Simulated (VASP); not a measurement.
# TiSi16 (a cell with a defect) in VASP: relaxation of the atoms with PBE+D3(BJ)

Aim: the relaxation of the atoms of TiSi16 (a cell with a defect) with PBE+D3(BJ).

Program: VASP 6.6.1. These are calculated values, not measurements. Logs are shortened: lines on timing, memory, paths and dates and some standing lists are left out, and cuts for length are marked.

**1. The cell of the first run**

The cell holds a defect, 17 atoms: a = 7.679 Å, b = 7.679 Å, c = 7.679 Å, α = 60.00°, β = 60.00°, γ = 60.00°.

**2. Relaxation of the atoms, PBE+D3(BJ)**

INCAR

```
PREC = Accurate ; ENCUT = 520
EDIFF = 1E-6 ; ISMEAR = 0
SIGMA = 0.05 ; LREAL = Auto
LASPH = T ; NELM = 100
ALGO = Normal ; ISIF = 2
LWAVE = F ; LCHARG = F
GGA = PE ; IVDW = 12
IBRION = 2 ; NSW = 80
EDIFFG = -0.03
```

KPOINTS

```
Automatic mesh
0
Gamma
  2 2 2
```

POSCAR

```
TiSi16
1.0
    0.0000000000      5.4300000000      5.4300000000
    5.4300000000      0.0000000000      5.4300000000
    5.4300000000      5.4300000000      0.0000000000
Si Ti
16 1
Direct
    0.0000000000      0.0000000000      0.0000000000
    0.1250000000      0.1250000000      0.1250000000
    0.0000000000      0.0000000000      0.5000000000
    0.1250000000      0.1250000000      0.6250000000
    0.0000000000      0.5000000000      0.0000000000
    0.1250000000      0.6250000000      0.1250000000
    0.0000000000      0.5000000000      0.5000000000
    0.1250000000      0.6250000000      0.6250000000
    0.5000000000      0.0000000000      0.0000000000
    0.6250000000      0.1250000000      0.1250000000
    0.5000000000      0.0000000000      0.5000000000
    0.6250000000      0.1250000000      0.6250000000
    0.5000000000      0.5000000000      0.0000000000
    0.6250000000      0.6250000000      0.1250000000
    0.5000000000      0.5000000000      0.5000000000
    0.6250000000      0.6250000000      0.6250000000
    0.7464512600      0.7488133800      0.7490577500
```

Potentials or basis: VASP PAW PBE potentials, release 64 (Si, Ti_sv).

Command:

```console
$ cat potpaw_PBE.64/Si/POTCAR potpaw_PBE.64/Ti_sv/POTCAR > POTCAR
$ mpirun -np 1 vasp_std > vasp.out
```

OUTCAR:

```text
PREC = Accurate
   ENCUT = 520
   EDIFF = 1E-6
   ISMEAR = 0
   LREAL = Auto
   LASPH = T
   NELM = 100
   ISIF = 2
   GGA = PE
   IVDW = 12
   IBRION = 2
   NSW = 80
   EDIFFG = -0.03
 IVDW          = 12

 ion  position               nearest neighbor table
   1  0.000  0.000  0.000-   2 2.35   4 2.35   6 2.35  10 2.35
   2  0.125  0.125  0.125-   1 2.35   3 2.35   5 2.35   9 2.35
   3  0.000  0.000  0.500-   2 2.35   4 2.35   8 2.35  12 2.35  17 2.74
   4  0.125  0.125  0.625-   1 2.35   3 2.35   7 2.35  11 2.35
   5  0.000  0.500  0.000-   2 2.35   6 2.35   8 2.35  14 2.35  17 2.74
   6  0.125  0.625  0.125-   1 2.35   5 2.35   7 2.35  13 2.35
   7  0.000  0.500  0.500-   4 2.35   6 2.35   8 2.35  16 2.35  17 2.70
   8  0.125  0.625  0.625-   3 2.35   5 2.35   7 2.35  15 2.35  17 2.37
   9  0.500  0.000  0.000-   2 2.35  10 2.35  12 2.35  14 2.35  17 2.73
  10  0.625  0.125  0.125-   1 2.35   9 2.35  11 2.35  13 2.35
  11  0.500  0.000  0.500-   4 2.35  10 2.35  12 2.35  16 2.35  17 2.69
  12  0.625  0.125  0.625-   3 2.35   9 2.35  11 2.35  15 2.35  17 2.36
  13  0.500  0.500  0.000-   6 2.35  10 2.35  14 2.35  16 2.35  17 2.69
  14  0.625  0.625  0.125-   5 2.35   9 2.35  13 2.35  15 2.35  17 2.36
  15  0.500  0.500  0.500-   8 2.35  12 2.35  14 2.35  16 2.35
  16  0.625  0.625  0.625-  17 2.32  11 2.35  13 2.35  15 2.35   7 2.35
  17  0.746  0.749  0.749-  16 2.32  14 2.36  12 2.36   8 2.37  13 2.69  11 2.69   7 2.70   9 2.73
                             5 2.74   3 2.74

  LATTYP: Found a face centered cubic cell.
 ALAT       =    10.8600000000

  Lattice vectors:

 A1 = (   0.0000000000,   5.4300000000,   5.4300000000)
 A2 = (   5.4300000000,   0.0000000000,   5.4300000000)
 A3 = (   5.4300000000,   5.4300000000,   0.0000000000)

Analysis of symmetry for initial positions (statically):
=====================================================================
 Subroutine PRICEL returns:
 Original cell was already a primitive cell.

 Routine SETGRP: Setting up the symmetry group for a
 face centered cubic supercell.

 Subroutine GETGRP returns: Found  1 space group operations
 (whereof  1 operations were pure point group operations)
 out of a pool of 48 trial point group operations.

The static configuration has the point symmetry C_1 .

Analysis of symmetry for dynamics (positions and initial velocities):
=====================================================================
 Subroutine PRICEL returns:
 Original cell was already a primitive cell.

 Routine SETGRP: Setting up the symmetry group for a
 face centered cubic supercell.

 Subroutine GETGRP returns: Found  1 space group operations
 (whereof  1 operations were pure point group operations)
 out of a pool of 48 trial point group operations.

The dynamic configuration has the point symmetry C_1 .

 Subroutine INISYM returns: Found  1 space group operations
 (whereof  1 operations are pure point group operations),
 and found     1 'primitive' translations

----------------------------------------------------------------------------------------

                                     Primitive cell

  volume of cell :     320.2060

  direct lattice vectors                    reciprocal lattice vectors
     0.000000000  5.430000000  5.430000000    -0.092081031  0.092081031  0.092081031
     5.430000000  0.000000000  5.430000000     0.092081031 -0.092081031  0.092081031
     5.430000000  5.430000000  0.000000000     0.092081031  0.092081031 -0.092081031

  length of vectors
     7.679179644  7.679179644  7.679179644     0.159489025  0.159489025  0.159489025

  position of ions in fractional coordinates (direct lattice)
     0.000000000  0.000000000  0.000000000
     0.125000000  0.125000000  0.125000000
     0.000000000  0.000000000  0.500000000
     0.125000000  0.125000000  0.625000000
     0.000000000  0.500000000  0.000000000
     0.125000000  0.625000000  0.125000000
[... 9 lines left out ...]
     0.625000000  0.625000000  0.625000000
     0.746451260  0.748813380  0.749057750

  ion indices of the primitive-cell ions
   primitive index   ion index
                 1           1
                 2           2
                 3           3
                 4           4
                 5           5
                 6           6
[... 9 lines left out ...]
                16          16
                17          17

----------------------------------------------------------------------------------------

 KPOINTS: Automatic mesh

Automatic generation of k-mesh.
 Grid dimensions read from file:
 generate k-points for:    2    2    2

 Generating k-lattice:

  Cartesian coordinates                     Fractional coordinates (reciprocal lattice)
    -0.046040516  0.046040516  0.046040516     0.500000000  0.000000000  0.000000000
     0.046040516 -0.046040516  0.046040516     0.000000000  0.500000000  0.000000000
     0.046040516  0.046040516 -0.046040516     0.000000000  0.000000000  0.500000000

  Length of vectors
     0.079744512  0.079744512  0.079744512

  Shift w.r.t. Gamma in fractional coordinates (k-lattice)
     0.000000000  0.000000000  0.000000000

 Subroutine IBZKPT returns following result:
 ===========================================

 Found      8 irreducible k-points:

 Following reciprocal coordinates:
            Coordinates               Weight
  0.000000  0.000000  0.000000      1.000000
  0.500000  0.000000  0.000000      1.000000
  0.000000  0.500000  0.000000      1.000000
  0.000000  0.000000  0.500000      1.000000
  0.500000  0.500000  0.500000      1.000000
  0.500000  0.500000  0.000000      1.000000
  0.000000  0.500000  0.500000      1.000000
  0.500000  0.000000  0.500000      1.000000
   k-points           NKPTS =      8   k-points in BZ     NKDIM =      8   number of bands    NBANDS=     47
   number of dos      NEDOS =    301   number of ions     NIONS =     17
   total plane-waves  NPLWV = 216000
   dimension x,y,z NGX =    60 NGY =   60 NGZ =   60
   dimension x,y,z NGXF=   120 NGYF=  120 NGZF=  120
   ions per type =              16   1
   NGX,Y,Z   is equivalent  to a cutoff of  12.99, 12.99, 12.99 a.u.
   NGXF,Y,Z  is equivalent  to a cutoff of  25.98, 25.98, 25.98 a.u.
 SYSTEM =  unknown system
   PREC   = accura    normal or accurate (medium, high low for compatibility)
   ISTART =      0    job   : 0-new  1-cont  2-samecut
   ICHARG =      2    charge: 1-file 2-atom 10-const
   ISPIN  =      1    spin polarized calculation?
   LNONCOLLINEAR =      F non collinear calculations
   LSORBIT =      F    spin-orbit coupling
   LASPH  =      T    aspherical Exc in radial PAW
   ENCUT  =  520.0 eV  38.22 Ry    6.18 a.u.  14.28 14.28 14.28*2*pi/ulx,y,z
   NELM   =    100;   NELMIN=  2; NELMDL= -5     # of ELM steps
   EDIFF  = 0.1E-05   stopping-criterion for ELM
   LREAL  =      T    real-space projection
   EDIFFG = -.3E-01   stopping-criterion for IOM
   NSW    =     80    number of steps for IOM
   IBRION =      2    ionic relax: 0-MD 1-quasi-New 2-CG
   NFREE  =      1    steps in history (QN), initial steepest desc. (CG)
   ISIF   =      2    stress and relaxation
   ISYM   =      2    0-nonsym 1-usesym 2-fastsym
   POTIM  = 0.5000    time-step for ionic-motion
   TEBEG  =    0.0;   TEEND  =   0.0 temperature during run
   PSTRESS=    0.0 pullay stress
   NELECT =      76.0000    total number of electrons
   NUPDOWN=      -1.0000    fix difference up-down
   EMIN   =  10.00;   EMAX   =-10.00  energy-range for DOS
   EFERMI =   0.00;   METHOD = LEGACY
   ISMEAR =     0;   SIGMA  =   0.05  broadening in eV -4-tet -1-fermi 0-gaus
   EFERMI_NEDOS =   21; number of points for ismear=-14 and -15
   IALGO  =     38    algorithm
   IMIX   =      4    mixing-type and parameters
     AMIX     =   0.40;   BMIX     =  1.00
     AMIX_MAG =   1.60;   BMIX_MAG =  1.00
  volume/ion in A,a.u.               =      18.84       127.11
  Fermi-wavevector in a.u.,A,eV,Ry     =   1.013607  1.915439 13.978610  1.027399
  Thomas-Fermi vector in A             =   2.146786
   LORBIT       =      0    0 simple, 1 ext, 2 COOP (PROOUT), +10 PAW based schemes
   GGA     = PE    functional components
   LHFCALC =     F    Hartree Fock is set to
   AEXX    =    0.0000 exact exchange contribution
   IVDW    =    12    specifies the selected vdW correction
   LEPSILON=     F    determine dielectric tensor
   LRPA    =     F    only Hartree local field effects (RPA)
 conjugate gradient relaxation of ions
 non-spin polarized calculation
 Gauss-broadening in eV      SIGMA  =   0.05
  energy-cutoff  :      520.00
  volume of cell :      320.21
 maximum number of plane-waves:      8646
 NGX is ok and might be reduce to    60
   NGX = 29   NGY = 29   NGZ = 29

--------------------------------------- Ionic step        1  -------------------------------------------

 number of electron      76.0000004 magnetization

 Free energy of the ion-electron system (eV)
  ---------------------------------------------------
  ext. energy  EPLUGINS =         0.00000000
  ---------------------------------------------------
  free energy    TOTEN  =       -91.82910376 eV

  energy without entropy =      -91.78466334  energy(sigma->0) =      -91.80688355

------------------------ aborting loop because EDIFF is reached ----------------------------------------

 Edisp (eV)   -5.83788

 E8    (eV) :    -2.4419

  FORCE on cell =-STRESS in cart. coord.  units (eV):
  Direction    XX          YY          ZZ          XY          YZ          ZX
  --------------------------------------------------------------------------------------
  -------------------------------------------------------------------------------------
  Total       3.76898     3.75776     3.75899     0.30927     0.13134     0.29207
  in kB      18.85841    18.80224    18.80841     1.54746     0.65716     1.46142
  external pressure =       18.82 kB  Pullay stress =        0.00 kB
[... 256 lines left out ...]
  energy  without entropy=      -98.0264698132  energy(sigma->0) =      -98.03810631

--------------------------------------- Ionic step        6  -------------------------------------------

 number of electron      75.9999998 magnetization

 Free energy of the ion-electron system (eV)
  ---------------------------------------------------
  ext. energy  EPLUGINS =         0.00000000
  ---------------------------------------------------
  free energy    TOTEN  =       -92.21299303 eV

  energy without entropy =      -92.18868320  energy(sigma->0) =      -92.20083812

 E-fermi :   6.9290     XC(G=0):  -9.7514

 val. band max:        6.8905251837   @ k =   0.5000   0.5000   0.0000
 cond. band min:       6.9582102759   @ k =   0.5000   0.0000   0.0000
 fundamental gap:      0.0676850921
 Fermi energy:         6.9289856370

 k-point     1 :       0.0000    0.0000    0.0000
  band No.  band energies     occupation
      1     -49.8795      2.00000
      2     -26.2547      2.00000
      3     -26.2514      2.00000
      4     -26.2501      2.00000
      5      -5.7215      2.00000
      6      -3.5143      2.00000
[... 437 lines left out ...]
  FREE ENERGIE OF THE ION-ELECTRON SYSTEM (eV)
  ---------------------------------------------------
  free  energy   TOTEN  =       -98.0508241447 eV

  energy  without entropy=      -98.0265143154  energy(sigma->0) =      -98.03866923

 reached required accuracy - stopping structural energy minimisation
```

Wall time 25 min (1 thread of Oxide Virtual Turin-like, shared host); peak memory 0.51 GiB.

What came out:

* Free energy: -98.0508 eV
* Energy gained by relaxing: 22.6 meV/atom
* Ionic steps: 6
* Pressure after relaxing: 0.9 GPa
* Largest force after relaxing: 0.018 eV/Å
* Band gap on the k mesh: zero (bands 38 and 39 overlap by 0.43 eV)
* Dispersion energy per atom: -0.343 eV

Forces on the atoms (eV/Å):
```
Si   0.000  0.000  0.000
Si  -0.002 -0.001  0.000
Si   0.001 -0.002  0.016
Si   0.001  0.003  0.003
Si   0.002  0.015 -0.003
Si   0.001  0.003  0.003
Si  -0.011 -0.008 -0.008
Si   0.004 -0.008 -0.008
Si   0.014  0.000 -0.001
Si   0.003  0.001  0.002
Si  -0.006 -0.009 -0.007
Si  -0.003  0.000 -0.004
Si  -0.006 -0.006 -0.009
Si  -0.003 -0.004 -0.001
Si   0.003  0.009  0.010
Si  -0.003 -0.004 -0.005
Ti   0.006  0.012  0.012
```

The path:
```csv
step,energy change (eV),largest force (eV/Å),pressure (GPa)
1,0.0000,2.0750,1.88
2,-0.3763,0.4479,0.91
3,-0.3770,0.3356,0.93
4,-0.3825,0.1275,0.93
5,-0.3828,0.0837,0.93
6,-0.3838,0.0180,0.93
```

Final structure:
```cif
data_structure
_symmetry_space_group_name_H-M 'P 1'
_symmetry_Int_Tables_number 1
_cell_length_a 7.6792
_cell_length_b 7.6792
_cell_length_c 7.6792
_cell_angle_alpha 60.000
_cell_angle_beta 60.000
_cell_angle_gamma 60.000
_cell_volume 320.21
loop_
_atom_site_label
_atom_site_type_symbol
_atom_site_fract_x
_atom_site_fract_y
_atom_site_fract_z
_atom_site_occupancy
Si1 Si 0.00004 0.00001 0.00001 1
Si2 Si 0.12347 0.12357 0.12358 1
Si3 Si 0.00301 0.00320 0.49684 1
Si4 Si 0.12335 0.12346 0.62943 1
Si5 Si 0.00300 0.49683 0.00322 1
Si6 Si 0.12334 0.62943 0.12347 1
Si7 Si 0.00290 0.49674 0.49674 1
Si8 Si 0.13685 0.62102 0.62102 1
Si9 Si 0.49676 0.00315 0.00317 1
Si10 Si 0.62945 0.12341 0.12342 1
Si11 Si 0.49666 0.00305 0.49670 1
Si12 Si 0.62087 0.13722 0.62091 1
Si13 Si 0.49666 0.49670 0.00307 1
Si14 Si 0.62086 0.62090 0.13725 1
Si15 Si 0.49927 0.49976 0.49981 1
Si16 Si 0.62055 0.62056 0.62057 1
Ti1 Ti 0.74941 0.74980 0.74982 1
```

Caveat: the k points lie up to 0.50 Å⁻¹ apart.

The gap in the log of VASP goes by the Fermi energy; the results here count the filled bands.